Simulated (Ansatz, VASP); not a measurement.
Two plane-wave programs on Hf2AlN3

INCAR

```
PREC     = Accurate       # precision mode
ENCUT    = 520            # plane-wave cutoff, eV
EDIFF    = 1E-6           # SCF threshold, eV
ISMEAR   = 0              # smearing method
SIGMA    = 0.1            # smearing width, eV
LREAL    = False          # projectors in reciprocal space
LASPH    = True           # aspherical terms in the spheres
NELM     = 100            # most SCF steps
ALGO     = Normal         # electronic algorithm
ISIF     = 2              # what is computed and relaxed
LWAVE    = False          # write WAVECAR
LCHARG   = True           # write CHGCAR
GGA      = PE             # functional
LELF     = True           # ELF
LVHAR    = True         
NBANDS   = 50             # bands
```

KPOINTS

```
regular mesh
0
Gamma
  6 6 1
```

File POSCAR:

```
Hf2AlN3
1.0
    3.4553225100      0.0000000000      0.0000000000
   -1.7276612500      2.9923970700      0.0000000000
    0.0000000000      0.0000000000     16.5868696000
Hf Al N
4 2 6
Direct
    0.3333333300      0.6666666700      0.3333333300
    0.3333333300      0.6666666700      0.6666666700
    0.6666666700      0.3333333300      0.1666666700
    0.6666666700      0.3333333300      0.8333333300
    0.3333333300      0.6666666700      0.0000000000
    0.6666666700      0.3333333300      0.5000000000
    0.3333333300      0.6666666700      0.1283333300
    0.3333333300      0.6666666700      0.4616666600
    0.3333333300      0.6666666700      0.7950000000
    0.6666666700      0.3333333300      0.2950000000
    0.6666666700      0.3333333300      0.6283333300
    0.6666666700      0.3333333300      0.9616666600
```

Input for Ansatz:

```yaml
crystal:
  lattice:
    - [3.45532251, 0.0, 0.0]
    - [-1.72766125, 2.99239707, 0.0]
    - [0.0, 0.0, 16.5868696]
  atoms:
    - { symbol: Hf, position: [0.33333333, 0.66666667, 0.33333333] }
    - { symbol: Hf, position: [0.33333333, 0.66666667, 0.66666667] }
    - { symbol: Hf, position: [0.66666667, 0.33333333, 0.16666667] }
    - { symbol: Hf, position: [0.66666667, 0.33333333, 0.83333333] }
    - { symbol: Al, position: [0.33333333, 0.66666667, 0.0] }
    - { symbol: Al, position: [0.66666667, 0.33333333, 0.5] }
    - { symbol: "N", position: [0.33333333, 0.66666667, 0.12833333] }
    - { symbol: "N", position: [0.33333333, 0.66666667, 0.46166666] }
    - { symbol: "N", position: [0.33333333, 0.66666667, 0.795] }
    - { symbol: "N", position: [0.66666667, 0.33333333, 0.295] }
    - { symbol: "N", position: [0.66666667, 0.33333333, 0.62833333] }
    - { symbol: "N", position: [0.66666667, 0.33333333, 0.96166666] }
basis:
  ecutwfc: 420
kpoints:
  mp_grid: { grid: [6, 6, 1] }
hamiltonian:
  xc: pbe
scf:
  occupations: { method: gaussian, width: 0.1 }
  lower_state_search: "off"
output:
  forces: true
  stress: true
  eigenvalues: true
```

Alike in both runs: task single point; functional PBE; k mesh 6 × 6 × 1; occupations gaussian, width 0.1 eV; no spin polarisation.

|  | VASP | Ansatz |
| --- | --- | --- |
| version | VASP 6.6.1 | Ansatz 0.2.0 |
| potentials or method | VASP PAW PBE potentials, release 64 (Hf_pv, Al, N), cutoff 520 eV | scalar-relativistic, plane waves, PAW |
| valence electrons in the cell | 76 | 140 |

VASP gave:

```
gap on the k mesh at the Fermi level (eV)                     : none
pressure (GPa)                                                : -4.2
traceless stress, the component that is largest in VASP (GPa) : 1.11
rms of the force components (eV/Å)                            : 0.706
```

**Question.** Which values does Ansatz return?

**Answer.** gap on the k mesh at the Fermi level (eV): none; pressure (GPa): -3.4; traceless stress, the component that is largest in VASP (GPa): 1.19; rms of the force components (eV/Å): 0.723.

Atom by atom the forces differ by 0.017 eV/Å (rms over components). A gap of «none» marks a metal or a gap that the smearing closes. VASP's potentials hold 76 valence electrons a cell and Ansatz's 140, so a difference there can come from the potentials and not from the codes.

The k mesh is coarse, so the values compare programs but aren't converged. Spin-orbit coupling is off throughout.
